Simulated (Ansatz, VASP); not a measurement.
**CdO: VASP beside Ansatz**

File INCAR:

```
SYSTEM = CdO
PREC = Accurate
ENCUT = 600
EDIFF = 1E-6
ISMEAR = 0
SIGMA = 0.05
LREAL = .FALSE.
LASPH = .TRUE.
NELM = 120
ALGO = Normal
ISIF = 2
LWAVE = .FALSE.
LCHARG = .FALSE.
GGA = PS
NBANDS = 16
GGA_COMPAT = .FALSE.
```

KPOINTS

```
regular mesh
0
G
  6 6 6
  0 0 0
```

POSCAR

```
CdO
1.0
    0.0000000000      2.3444684677      2.3444684677
    2.3444684677      0.0000000000      2.3444684677
    2.3444684677      2.3444684677      0.0000000000
Cd O
1 1
Direct
    0.0000000000      0.0000000000      0.0000000000
    0.5000000000      0.5000000000      0.5000000000
```

Input for Ansatz:

```yaml
crystal:
  lattice:
    - [0.0, 2.3444684677, 2.3444684677]
    - [2.3444684677, 0.0, 2.3444684677]
    - [2.3444684677, 2.3444684677, 0.0]
  atoms:
    - { symbol: Cd, position: [0.0, 0.0, 0.0] }
    - { symbol: O, position: [0.5, 0.5, 0.5] }
basis:
  ecutwfc: 420
kpoints:
  mp_grid: { grid: [6, 6, 6] }
hamiltonian:
  xc: pbesol
scf:
  occupations: { method: gaussian, width: 0.05 }
output:
  forces: true
  stress: true
  eigenvalues: true
```

Alike in both runs: task single point; functional PBEsol; k mesh 6 × 6 × 6; occupations gaussian, width 0.05 eV; no spin polarisation.

|  | VASP | Ansatz |
| --- | --- | --- |
| version | VASP 6.6.1 | Ansatz 0.2.0 |
| potentials or method | VASP PAW PBE potentials, release 64 (Cd, O), cutoff 600 eV | scalar-relativistic, plane waves, PAW |
| valence electrons in the cell | 18 | 26 |

Ansatz gave:

| Property | Result |
| --- | --- |
| gap on the k mesh at the Fermi level (eV) | none |
| pressure (GPa) | 0.2 |

Task: Estimate VASP's values.

Result: gap on the k mesh at the Fermi level (eV): none; pressure (GPa): 1.5.

VASP's potentials were made for PBE, not for PBEsol. A gap of «none» marks a metal or a gap that the smearing closes. VASP's potentials hold 18 valence electrons a cell and Ansatz's 26, so a difference there can come from the potentials and not from the codes.

The k mesh is coarse, so the values compare programs but aren't converged.
